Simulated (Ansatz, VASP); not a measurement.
One calculation of AlRu, two programs

```xyz
2
Lattice="0.0000 2.2696 2.2696 2.2696 0.0000 2.2696 2.2696 2.2696 0.0000" Properties=species:S:1:pos:R:3 pbc="T T T"
Ru    0.0000    0.0000    0.0000
Al    2.2696    2.2696    2.2696
```

Change from the starting cell: volume scaled by 0.8, LAPW.

Alike in both runs: task single point; functional LDA; k mesh 14 × 14 × 14; occupations fermi-dirac, width 0.05 eV; no spin polarisation.

|  | VASP | Ansatz |
| --- | --- | --- |
| version | VASP 6.6.1 | Ansatz 0.2.0 |
| potentials or method | VASP PAW LDA potentials, release 64 (Ru_pv, Al), cutoff 520 eV | all-electron LAPW, scalar-relativistic |

|  | VASP | Ansatz | Ansatz less VASP |
| --- | --- | --- | --- |
| pressure (GPa) | 60.3 | 58.8 | -1.47 |

LDA's correlation is that of Perdew and Zunger in VASP and of Perdew and Wang (1992) in Ansatz. Both programs put the cell under a high pressure, so it lies far from rest at this level. Ansatz ran all-electron here, and VASP with PAW potentials.

Noted on VASP's run: the cell as given lies far from equilibrium.
